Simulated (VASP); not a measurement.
# Si2Ni (Fm-3m) in VASP: a series of runs, part 2 of 2

VASP 6.6.1.

## (4) Single point, PBE, collinear spin, ferromagnetic start

Input file INCAR:

```
SYSTEM = Si2Ni
PREC = Accurate
ENCUT = 520
EDIFF = 1E-6
ISMEAR = 0
SIGMA = 0.02
LREAL = .FALSE.
LASPH = .TRUE.
NELM = 150
ALGO = Normal
ISIF = 2
LWAVE = .FALSE.
LCHARG = .TRUE.
ISPIN = 2
MAGMOM = 1 0 0
LORBIT = 11
LMAXMIX = 4
GGA = PE
LELF = .TRUE.
LVHAR = .TRUE.
NBANDS = 20
```

Input file KPOINTS:

```
Automatic mesh
0
G
  9 9 9
  0 0 0
```

Input file POSCAR:

```
Si2Ni
1.0
    0.0000000000      2.7030000000      2.7030000000
    2.7030000000      0.0000000000      2.7030000000
    2.7030000000      2.7030000000      0.0000000000
Ni Si
1 2
Direct
    0.0000000000      0.0000000000      0.0000000000
    0.7500000000      0.7500000000      0.7500000000
    0.2500000000      0.2500000000      0.2500000000
```

Potentials or basis: VASP PAW PBE potentials, release 64 (Ni, Si).

Run with:

```
$ cat potpaw_PBE.64/Ni/POTCAR potpaw_PBE.64/Si/POTCAR > POTCAR
$ mpirun -np 1 vasp_std > vasp.out
```

OUTCAR:

```text
SYSTEM = Si2Ni
   PREC = Accurate
   ENCUT = 520
   EDIFF = 1E-6
   ISMEAR = 0
   LREAL = .FALSE.
   LASPH = .TRUE.
   NELM = 150
   ISIF = 2
   ISPIN = 2
   LORBIT = 11
   GGA = PE

 ion  position               nearest neighbor table
   1  0.000  0.000  0.000-   2 2.34   2 2.34   3 2.34   3 2.34   2 2.34   2 2.34   3 2.34   3 2.34

   2  0.750  0.750  0.750-   1 2.34   1 2.34   1 2.34   1 2.34   3 2.70   3 2.70   3 2.70   3 2.70
                             3 2.70   3 2.70
   3  0.250  0.250  0.250-   1 2.34   1 2.34   1 2.34   1 2.34   2 2.70   2 2.70   2 2.70   2 2.70
                             2 2.70   2 2.70

  LATTYP: Found a face centered cubic cell.
 ALAT       =     5.4060000000

  Lattice vectors:

 A1 = (   0.0000000000,   2.7030000000,   2.7030000000)
 A2 = (   2.7030000000,   0.0000000000,   2.7030000000)
 A3 = (   2.7030000000,   2.7030000000,   0.0000000000)

Analysis of symmetry for initial positions (statically):
=====================================================================
 Subroutine PRICEL returns:
 Original cell was already a primitive cell.

 Routine SETGRP: Setting up the symmetry group for a
 face centered cubic supercell.

 Subroutine GETGRP returns: Found 48 space group operations
 (whereof 48 operations were pure point group operations)
 out of a pool of 48 trial point group operations.

The static configuration has the point symmetry O_h .

Analysis of symmetry for dynamics (positions and initial velocities):
=====================================================================
 Subroutine PRICEL returns:
 Original cell was already a primitive cell.

 Routine SETGRP: Setting up the symmetry group for a
 face centered cubic supercell.

 Subroutine GETGRP returns: Found 48 space group operations
 (whereof 48 operations were pure point group operations)
 out of a pool of 48 trial point group operations.

The dynamic configuration has the point symmetry O_h .

[... 153 lines left out ...]

 number of electron      17.9999999 magnetization      -0.0000400

 Free energy of the ion-electron system (eV)
  ---------------------------------------------------
  ext. energy  EPLUGINS =         0.00000000
  ---------------------------------------------------
  free energy    TOTEN  =       -17.36100030 eV

  energy without entropy =      -17.36078147  energy(sigma->0) =      -17.36089088

 E-fermi :  10.5228     XC(G=0): -11.5862

 val. band max:       10.4129430338   @ k =   0.3333   0.2222   0.0000
 cond. band min:      10.5317853783   @ k =   0.1111   0.1111   0.0000
 fundamental gap:      0.1188423445
 Fermi energy:        10.5228270556

 spin component 1

 k-point     1 :       0.0000    0.0000    0.0000
  band No.  band energies     occupation
      1      -3.3982      1.00000
      2       5.2546      1.00000
      3       5.2546      1.00000
      4       5.2546      1.00000
      5       6.9474      1.00000
      6       6.9474      1.00000
[... 541 lines left out ...]
     19      24.2225      0.00000
     20      24.2225      0.00000

 [... further k-points ...]

 spin component 2

 k-point     1 :       0.0000    0.0000    0.0000
  band No.  band energies     occupation
      1      -3.3982      1.00000
      2       5.2546      1.00000
      3       5.2546      1.00000
      4       5.2546      1.00000
      5       6.9475      1.00000
      6       6.9475      1.00000
[... 541 lines left out ...]
     19      24.2225      0.00000
     20      24.2225      0.00000

 [... further k-points ...]
[... 5 lines left out ...]
  --------------------------------------------------------------------------------------
  -------------------------------------------------------------------------------------
  Total        0.9448975      0.9448975      0.9448975      0.0000000     -0.0000000      0.0000000
  in kB       38.3289699     38.3289699     38.3289699      0.0000000     -0.0000000      0.0000000
  external PRESSURE =      38.3289699 kB  Pullay stress =       0.0000000 kB

 VOLUME and BASIS-vectors are now :
 -----------------------------------------------------------------------------
  energy-cutoff  :      520.00
  volume of cell :       39.50
      direct lattice vectors                 reciprocal lattice vectors
     0.000000000  2.703000000  2.703000000    -0.184979652  0.184979652  0.184979652
     2.703000000  0.000000000  2.703000000     0.184979652 -0.184979652  0.184979652
     2.703000000  2.703000000  0.000000000     0.184979652  0.184979652 -0.184979652

 POSITION                                       TOTAL-FORCE (eV/Angst)
 -----------------------------------------------------------------------------------
      0.00000      0.00000      0.00000        -0.000000      0.000000     -0.000000
      4.05450      4.05450      4.05450         0.000000     -0.000000     -0.000000
      1.35150      1.35150      1.35150        -0.000000      0.000000      0.000000
 -----------------------------------------------------------------------------------
    total drift:                               -0.000000     -0.000000      0.000000

  FREE ENERGIE OF THE ION-ELECTRON SYSTEM (eV)
  ---------------------------------------------------
  free  energy   TOTEN  =       -17.3610002960 eV

  energy  without entropy=      -17.3607814692  energy(sigma->0) =      -17.36089088

 total charge

# of ion       s       p       d       tot
------------------------------------------
    1        0.560   0.795   8.452   9.807
    2        0.747   0.842   0.000   1.589
    3        0.747   0.842   0.000   1.589
--------------------------------------------------
tot          2.054   2.479   8.452  12.985

 magnetization (x)

# of ion       s       p       d       tot
------------------------------------------
    1       -0.000  -0.000   0.000  -0.000
    2        0.000  -0.000   0.000   0.000
    3        0.000  -0.000   0.000   0.000
--------------------------------------------------
tot          0.000  -0.000   0.000  -0.000
```

stdout:

```text
POSCAR found type information on POSCAR NiSi
 POSCAR found :  2 types and       3 ions
 scaLAPACK will be used
 LDA part: xc-table for (Slater+PW92), standard interpolation
 POSCAR, INCAR and KPOINTS ok, starting setup
 FFT: planning ... GRIDC
 FFT: planning ... GRID_SOFT
 FFT: planning ... GRID
 WAVECAR not read
 entering main loop
```

Wall time 29 s (1 thread of AMD EPYC 9R45 (Zen 5), shared host); peak memory 0.16 GiB.

What came out:

```
Free energy                                           : -17.3610 eV
Pressure                                              : 3.8 GPa
Band gap on the k mesh                                : zero (filled and empty bands overlap)
Net moment                                            : 0.00 μB per cell
Valence electrons inside the program's atomic spheres : Ni 9.81; Si 1.59
```

Levels at points of the mesh, in eV from the Fermi level:
Spin up:
```tsv
k point	band 6	band 7	band 8	band 9	band 10	band 11	band 12	band 13
(0.00, 0.00, 0.00)	-3.58	-0.37	1.63	1.63	1.63	2.21	2.21	2.21
```
Spin down:
```tsv
k point	band 5	band 6	band 7	band 8	band 9	band 10	band 11	band 12	band 13	band 14
(0.00, 0.00, 0.00)	-3.58	-3.58	-0.37	1.63	1.63	1.63	2.21	2.21	2.21	4.66
```

Caveat: the cell stands under pressure.

## (5) Single point, PBE, collinear spin, ferromagnetic start

Input file INCAR:

```
PREC = Accurate
ENCUT = 520
EDIFF = 1E-6
ISMEAR = 0
SIGMA = 0.020999999999999998
LREAL = False
LASPH = True
NELM = 150
ALGO = Normal
ISIF = 2
LWAVE = False
LCHARG = False
ISPIN = 2
MAGMOM = 1 0 0
LORBIT = 11
LMAXMIX = 4
GGA = PE
NBANDS = 20
```

Input file KPOINTS:

```
Automatic mesh
0
Gamma
  9 9 9
```

POSCAR is that of step 4.

Potentials or basis: VASP PAW PBE potentials, release 64 (Ni, Si).

Run with:

```
$ cat potpaw_PBE.64/Ni/POTCAR potpaw_PBE.64/Si/POTCAR > POTCAR
$ mpirun -np 1 vasp_std > vasp.out
```

OUTCAR:

```text
PREC = Accurate
   ENCUT = 520
   EDIFF = 1E-6
   ISMEAR = 0
   LREAL = False
   LASPH = True
   NELM = 150
   ISIF = 2
   ISPIN = 2
   LORBIT = 11
   GGA = PE

 ion  position               nearest neighbor table
   1  0.000  0.000  0.000-   2 2.34   2 2.34   3 2.34   3 2.34   2 2.34   2 2.34   3 2.34   3 2.34

   2  0.750  0.750  0.750-   1 2.34   1 2.34   1 2.34   1 2.34   3 2.70   3 2.70   3 2.70   3 2.70
                             3 2.70   3 2.70
   3  0.250  0.250  0.250-   1 2.34   1 2.34   1 2.34   1 2.34   2 2.70   2 2.70   2 2.70   2 2.70
                             2 2.70   2 2.70

  LATTYP: Found a face centered cubic cell.
 ALAT       =     5.4060000000

  Lattice vectors:

 A1 = (   0.0000000000,   2.7030000000,   2.7030000000)
 A2 = (   2.7030000000,   0.0000000000,   2.7030000000)
 A3 = (   2.7030000000,   2.7030000000,   0.0000000000)

Analysis of symmetry for initial positions (statically):
=====================================================================
 Subroutine PRICEL returns:
 Original cell was already a primitive cell.

 Routine SETGRP: Setting up the symmetry group for a
[... 757 lines left out ...]
      5       6.9475      1.00000
      6       6.9475      1.00000
[... 541 lines left out ...]
     19      24.2225      0.00000
     20      24.2225      0.00000

 [... further k-points ...]
[... 5 lines left out ...]
  --------------------------------------------------------------------------------------
  -------------------------------------------------------------------------------------
  Total        0.9447189      0.9447189      0.9447189     -0.0000000     -0.0000000      0.0000000
  in kB       38.3217246     38.3217246     38.3217246     -0.0000000     -0.0000000      0.0000000
  external PRESSURE =      38.3217246 kB  Pullay stress =       0.0000000 kB

 VOLUME and BASIS-vectors are now :
 -----------------------------------------------------------------------------
  energy-cutoff  :      520.00
  volume of cell :       39.50
      direct lattice vectors                 reciprocal lattice vectors
     0.000000000  2.703000000  2.703000000    -0.184979652  0.184979652  0.184979652
     2.703000000  0.000000000  2.703000000     0.184979652 -0.184979652  0.184979652
     2.703000000  2.703000000  0.000000000     0.184979652  0.184979652 -0.184979652

 POSITION                                       TOTAL-FORCE (eV/Angst)
 -----------------------------------------------------------------------------------
      0.00000      0.00000      0.00000        -0.000000      0.000000      0.000000
      4.05450      4.05450      4.05450         0.000000      0.000000      0.000000
      1.35150      1.35150      1.35150        -0.000000     -0.000000     -0.000000
 -----------------------------------------------------------------------------------
    total drift:                               -0.000000     -0.000000      0.000000

  FREE ENERGIE OF THE ION-ELECTRON SYSTEM (eV)
  ---------------------------------------------------
  free  energy   TOTEN  =       -17.3610112965 eV

  energy  without entropy=      -17.3607792357  energy(sigma->0) =      -17.36089527

 total charge

# of ion       s       p       d       tot
------------------------------------------
    1        0.560   0.795   8.452   9.807
    2        0.747   0.842   0.000   1.589
    3        0.747   0.842   0.000   1.589
--------------------------------------------------
tot          2.054   2.479   8.452  12.985

 magnetization (x)

# of ion       s       p       d       tot
------------------------------------------
    1       -0.000  -0.000   0.000  -0.000
    2        0.000  -0.000   0.000   0.000
    3        0.000  -0.000   0.000   0.000
--------------------------------------------------
tot          0.000  -0.000   0.000   0.000
```

OSZICAR:

```text
N       E                     dE             d eps       ncg     rms          rms(c)
DAV:   1     0.741969803864E+02    0.74197E+02   -0.71331E+03  2816   0.898E+02
DAV:   2    -0.142391250699E+02   -0.88436E+02   -0.78830E+02  2920   0.199E+02
DAV:   3    -0.191928050223E+02   -0.49537E+01   -0.48431E+01  3404   0.491E+01
DAV:   4    -0.192714599303E+02   -0.78655E-01   -0.78506E-01  3252   0.554E+00
DAV:   5    -0.192731675958E+02   -0.17077E-02   -0.17075E-02  3356   0.883E-01    0.171E+01
DAV:   6    -0.241774978401E+02   -0.49043E+01   -0.30192E+01  3156   0.119E+02    0.246E+01
DAV:   7    -0.175000230267E+02    0.66775E+01   -0.93875E+00  3524   0.730E+01    0.354E+00
DAV:   8    -0.174007285494E+02    0.99294E-01   -0.10961E+00  3780   0.156E+01    0.255E+00
DAV:   9    -0.173612624721E+02    0.39466E-01   -0.18744E-01  3544   0.658E+00    0.520E-01
DAV:  10    -0.173609045119E+02    0.35796E-03   -0.58728E-03  3948   0.898E-01    0.305E-01
DAV:  11    -0.173609812704E+02   -0.76758E-04   -0.65875E-04  3200   0.271E-01    0.126E-01
DAV:  12    -0.173610013980E+02   -0.20128E-04   -0.65003E-05  3300   0.500E-02    0.324E-02
DAV:  13    -0.173610093262E+02   -0.79282E-05   -0.73343E-06  3172   0.263E-02    0.126E-02
DAV:  14    -0.173610114134E+02   -0.20872E-05   -0.52132E-06  3148   0.271E-02    0.705E-03
DAV:  15    -0.173610112965E+02    0.11695E-06   -0.60675E-07  2588   0.683E-03
   1 F= -.17361011E+02 E0= -.17360895E+02  d E =-.232061E-03  mag=     0.0000
```

It took 29 s on 1 thread of AMD EPYC 9R45 (Zen 5), shared host; peak memory 0.16 GiB.

What came out:

```
Free energy                                           : -17.3610 eV
Pressure                                              : 3.8 GPa
Band gap on the k mesh                                : zero (filled and empty bands overlap)
Net moment                                            : 0.00 μB per cell
Valence electrons inside the program's atomic spheres : Ni 9.81; Si 1.59
```

Caveat: the cell stands under pressure.

## (6) The runs side by side

| smearing | gap on the mesh (eV) | pressure (GPa) | moment (μB) |
| --- | --- | --- | --- |
| gaussian 0.017 eV | none | 3.8 | 0.00 |
| gaussian 0.019 eV | none | 3.8 | 0.00 |
| gaussian 0.02 eV | none | 3.8 | 0.00 |
| gaussian 0.021 eV | none | 3.8 | 0.00 |

Alike in all rows: task single point; level PBE; potentials or basis VASP PAW PBE potentials, release 64 (Ni, Si); spin collinear, ferromagnetic start; cell as given; k mesh 9 × 9 × 9; cutoff (eV) 520.

Caveats: the cell stands under pressure.

Absolute energies hang on the potentials; compare differences alone.
